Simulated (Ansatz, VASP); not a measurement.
Cs2B3: VASP beside Ansatz

```
Cs B
1.0
     3.35275    0.00000    0.00000
    -1.67637    2.90356    0.00000
     0.00000    0.00000   11.03045
Cs B
2 3
Direct
  0.33333 0.66667 0.22280
  0.66667 0.33333 0.77720
  0.00000 0.00000 0.00000
  0.33333 0.66667 0.50219
  0.66667 0.33333 0.49781
```

Alike in both runs: functional PBE; k mesh 12 × 12 × 4; occupations gaussian, width 0.1 eV; no spin polarisation.

Ansatz relaxed the structure, and its values are those at the end. VASP's run is a single point on that final structure, the one shown.

|  | VASP | Ansatz |
| --- | --- | --- |
| version | VASP 6.6.1 | Ansatz 0.2.0 |
| potentials or method | VASP PAW PBE potentials, release 64 (Cs_sv, B), cutoff 520 eV | scalar-relativistic, plane waves, PAW |
| valence electrons in the cell | 27 | 27 |

Ansatz gave:

| Quantity | Value |
| --- | --- |
| gap on the k mesh at the Fermi level (eV) | none |
| pressure (GPa) | 0.0 |
| rms of the force components (eV/Å) | 0.000 |

Task: What did VASP give for the same quantities?

Result: gap on the k mesh at the Fermi level (eV): none; pressure (GPa): 0.4; rms of the force components (eV/Å): 0.004.

A gap of «none» marks a metal or a gap that the smearing closes.

Spin-orbit coupling is off throughout.
